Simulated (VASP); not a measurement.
Input of a VASP 6.6.1 run:

INCAR

```
PREC = Accurate ; ENCUT = 520
EDIFF = 1E-6 ; ISMEAR = 0
SIGMA = 0.05 ; LREAL = Auto
LASPH = T ; NELM = 60
ALGO = Normal ; ISIF = 2
LWAVE = F ; LCHARG = F
GGA = PE ; NBANDS = 52
NELECT = 74.0
```

File KPOINTS:

```
regular mesh
0
Gamma
  2 2 2
```

Contents of POSCAR:

```
CuSi16
1.0
    0.0000000000      5.4300000000      5.4300000000
    5.4300000000      0.0000000000      5.4300000000
    5.4300000000      5.4300000000      0.0000000000
Si Cu
16 1
Direct
    0.0003349423      0.0082685359     -0.0089820881
    0.1326472026      0.1113322785      0.1280080284
   -0.0003551492      0.0086046127      0.5002498878
    0.1119057113      0.1640904779      0.6120297859
    0.0022990556      0.4860507596      0.0054848800
    0.1306370578      0.6207476086      0.1181083542
   -0.0113840613      0.5359075988      0.4866188954
    0.1292035815      0.6203661360      0.6298923588
    0.5045948182     -0.0149764811      0.0054843574
    0.6280034152      0.1109384494      0.1281135974
    0.4913948241      0.0084871252      0.5003455719
    0.6274064142      0.1114903116      0.6335933520
    0.5062903769      0.4856378668      0.0056923459
    0.6291514055      0.6113555349      0.1302568697
    0.5051493900      0.4862183021      0.5034161013
    0.6202664538      0.6203567371      0.6301048020
    0.2370793616      0.7922719460      0.7330535000
```

Potentials or basis: VASP PAW PBE potentials, release 64 (Si, Cu).

Command:

```console
$ cat potpaw_PBE.64/Si/POTCAR potpaw_PBE.64/Cu/POTCAR > POTCAR
$ mpirun -np 1 vasp_std > vasp.out
```

Q: Predict the largest force.

A: 0.042 eV/Å.

Forces on the atoms (eV/Å):
```
Si   0.017  0.016 -0.016
Si   0.008 -0.011  0.019
Si  -0.018 -0.019 -0.017
Si   0.022 -0.026  0.025
Si   0.008 -0.005 -0.026
Si   0.003  0.019 -0.018
Si  -0.014  0.011 -0.013
Si  -0.019 -0.007 -0.017
Si  -0.004  0.010 -0.007
Si   0.011 -0.020  0.014
Si  -0.017  0.016  0.018
Si   0.018 -0.007  0.006
Si   0.012  0.019  0.008
Si   0.005 -0.007  0.007
Si  -0.028 -0.007  0.006
Si  -0.020  0.019  0.005
Cu   0.016 -0.002  0.004
```

Caveat: the k points lie up to 0.50 Å⁻¹ apart; the cell carries a net charge on a neutralising background, which shifts energy and pressure.
